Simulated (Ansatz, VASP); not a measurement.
# TlV2 in VASP and in Ansatz

```
V Tl
1.0
     6.01122    0.00000    0.00000
     0.00000    6.01122    0.00000
     0.00000    0.00000    6.01122
V Tl
4 2
Direct
  0.25000 0.25000 0.25000
  0.25000 0.75000 0.75000
  0.75000 0.75000 0.25000
  0.75000 0.25000 0.75000
  0.00000 0.00000 0.00000
  0.50000 0.50000 0.50000
```

Alike in both runs: functional PBE; k mesh 4 × 4 × 4; occupations gaussian, width 0.1 eV; collinear spin.

Ansatz relaxed the structure, and its values are those at the end. VASP's run is a single point on that final structure, the one shown.

```csv
,VASP,Ansatz
version,VASP 6.6.1,Ansatz 0.2.0
potentials or method,"VASP PAW PBE potentials, release 64 (V_sv, Tl_d), cutoff 520 eV","scalar-relativistic, plane waves, PAW"
valence electrons in the cell,78,78
```

Ansatz gave:

* gap on the k mesh at the Fermi level (eV): none
* pressure (GPa): 0.2
* net moment per atom (μB): 2.26
* size of the moment on the site where the two differ most (μB): 2.66

Problem. Estimate VASP's values.

Solution. gap on the k mesh at the Fermi level (eV): none; pressure (GPa): 0.2; net moment per atom (μB): 2.26; size of the moment on the site where the two differ most (μB): 2.79.

Site moments also hang on the region over which each program counts them. A gap of «none» marks a metal or a gap that the smearing closes.

Neither program's run includes spin-orbit coupling.
